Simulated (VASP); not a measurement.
MgI2:

```
Mg I
1.0
     3.98801    0.00000    0.00000
    -1.99401    3.60025    0.00000
     0.00000    0.00000    6.87333
Mg I
1 2
Direct
  0.00000 0.00000 0.00000
  0.33243 0.66485 0.24621
  0.66757 0.33515 0.75379
```

This cell differs from its parent crystal: uniaxial x strain -4.1%.

Base run:

```yaml
Program: VASP 6.6.1
Functional: PBE
Potentials_or_basis: VASP PAW PBE potentials, release 64 (Mg, I)
Cutoff: 520 eV
k_mesh: 12 × 12 × 4
Occupations: fermi-dirac, width 0.02 eV
Spin: no spin polarisation
```

Its results: band gap on the k mesh 3.36 eV (least direct gap 3.72 eV); pressure 2.2 GPa; largest force 0.011 eV/Å.

Question: The run is repeated on the same cell with these changes: functional from PBE to r2SCAN; occupations from fermi-dirac, width 0.02 eV to gaussian, width 0.01 eV. What comes out?

Answer: Band gap on the k mesh 3.95 eV (least direct gap 4.55 eV); pressure 1.7 GPa; largest force 0.045 eV/Å.

Caveats: spin-orbit coupling is left out, which moves the levels of the heavy elements; this functional lacks dispersion, which binds layers or chains, so the pressure and a relaxed spacing across them are unreliable (at least some runs); the PAW data sets were made with another functional, which shifts forces and pressure a little (at least some runs).

A k mesh can miss the band edges.
